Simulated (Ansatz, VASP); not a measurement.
**Two plane-wave programs on WS2**

The input INCAR:

```
PREC = Accurate ; ENCUT = 520
EDIFF = 1E-6 ; ISMEAR = 0
SIGMA = 0.1 ; LREAL = False
LASPH = True ; NELM = 100
ALGO = Normal ; ISIF = 2
LWAVE = False ; LCHARG = False
GGA = PE ; NBANDS = 35
```

KPOINTS

```
Automatic mesh
0
Gamma
  6 6 2
```

File POSCAR:

```
WS2
1.0
    3.1513067367      0.0000000000      0.0000000000
    1.5300093835      2.7567023336      0.0000000000
    0.3480946669      0.4660418945     14.4332647269
W S
2 4
Direct
    0.5984564006      0.0664281871      0.7528589259
    0.4015435994      0.9335718129      0.2471410741
    0.9361611926      0.4195904673      0.6435541113
    0.0701170270      0.6174212371      0.1378356749
    0.0638388074      0.5804095327      0.3564458887
    0.9298829730      0.3825787629      0.8621643251
```

Input for Ansatz:

```yaml
crystal:
  lattice:
    - [3.1513067367, 0.0, 0.0]
    - [1.5300093835, 2.7567023336, 0.0]
    - [0.3480946669, 0.4660418945, 14.4332647269]
  atoms:
    - { symbol: W, position: [0.5984564006, 0.0664281871, 0.7528589259] }
    - { symbol: W, position: [0.4015435994, 0.9335718129, 0.2471410741] }
    - { symbol: S, position: [0.9361611926, 0.4195904673, 0.6435541113] }
    - { symbol: S, position: [0.070117027, 0.6174212371, 0.1378356749] }
    - { symbol: S, position: [0.0638388074, 0.5804095327, 0.3564458887] }
    - { symbol: S, position: [0.929882973, 0.3825787629, 0.8621643251] }
basis:
  ecutwfc: 420
kpoints:
  mp_grid: { grid: [6, 6, 2] }
hamiltonian:
  xc: pbe
scf:
  occupations: { method: gaussian, width: 0.1 }
  lower_state_search: "off"
output:
  forces: true
  stress: true
  eigenvalues: true
```

Change from the starting cell: the structure that the rattled cell fell into.

Alike in both runs: task single point; functional PBE; k mesh 6 × 6 × 2; occupations gaussian, width 0.1 eV; no spin polarisation.

|  | VASP | Ansatz |
| --- | --- | --- |
| version | VASP 6.6.1 | Ansatz 0.2.0 |
| potentials or method | VASP PAW PBE potentials, release 64 (W_sv, S), cutoff 520 eV | scalar-relativistic, plane waves, PAW |
| valence electrons in the cell | 52 | 52 |

|  | VASP | Ansatz | Ansatz less VASP |
| --- | --- | --- | --- |
| gap on the k mesh at the Fermi level (eV) | 1.65 | 1.64 | -0.008 |
| least direct gap on the mesh (eV) | 1.89 | 1.89 | -0.003 |
| pressure (GPa) | 1.2 | 1.3 | +0.04 |
| traceless stress, the component that is largest in VASP (GPa) | 1.36 | 1.36 | -0.002 |
| rms of the force components (eV/Å) | 0.006 | 0.005 | -0.0007 |

Atom by atom the forces differ by 0.001 eV/Å (rms over components). With one functional, cell and mesh, what is left measures potentials, basis and numerics.

Spin-orbit coupling is off throughout.
